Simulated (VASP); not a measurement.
Input of a VASP 6.6.1 run:

File POSCAR:

```
WC
1.0
    1.5116341151     -2.4534723234      0.0000000000
    1.5116341151      2.4534723234      0.0000000000
    0.0000000000      0.0000000000      2.9450415653
W C
1 1
Direct
    0.5000000000      0.5000000000      0.5000000000
    0.0000000000      0.0000000000      0.0000000000
```

File INCAR.step1:

```
SYSTEM = WC
  PREC = Accurate
  ENCUT = 520
  EDIFF = 1E-5
  ISMEAR = -1
  SIGMA = 0.05
  LREAL = .False.
  LASPH = .True.
  NELM = 80
  ALGO = Normal
  ISIF = 2
  LWAVE = .True.
  GGA = PE
  NBANDS = 16
```

INCAR.step2

```
SYSTEM = WC
  PREC = Accurate
  ENCUT = 520
  EDIFF = 1E-7
  ISMEAR = -1
  SIGMA = 0.05
  LREAL = .False.
  LASPH = .True.
  NELM = 80
  ALGO = Normal
  ISIF = 2
  LWAVE = .False.
  LCHARG = .True.
  GGA = PS
  LHFCALC = .True.
  AEXX = 0.25
  PRECFOCK = Normal
  LELF = .True.
  LVHAR = .True.
  ISTART = 1
  NBANDS = 16
```

The input KPOINTS:

```
regular mesh
0
Gamma
  5 5 3
  0 0 0
```

Potentials or basis: VASP PAW PBE potentials, release 64 (W_sv, C).

Launch:

```sh
$ cat potpaw_PBE.64/W_sv/POTCAR potpaw_PBE.64/C/POTCAR > POTCAR
$ cp INCAR.step1 INCAR
$ mpirun -np 1 vasp_std > vasp.out
$ cp INCAR.step2 INCAR
$ mpirun -np 1 vasp_std > vasp.out
```

Question: What does it give for the pressure?

Answer: -0.1 GPa.

Question: Estimate the band gap on the k mesh.

Answer: Zero (band 9 reaches 13.34 eV, above the bottom of band 10 at 10.06 eV).

Stress tensor (GPa, compression positive):
```
-0.36  0.00  0.00
 0.00 -0.29  0.00
 0.00  0.00  0.46
```

Caveat: the k points lie up to 0.71 Å⁻¹ apart; the PAW data sets were made with another functional, which shifts forces and pressure a little; spin-orbit coupling is left out, which moves the levels of the heavy elements.
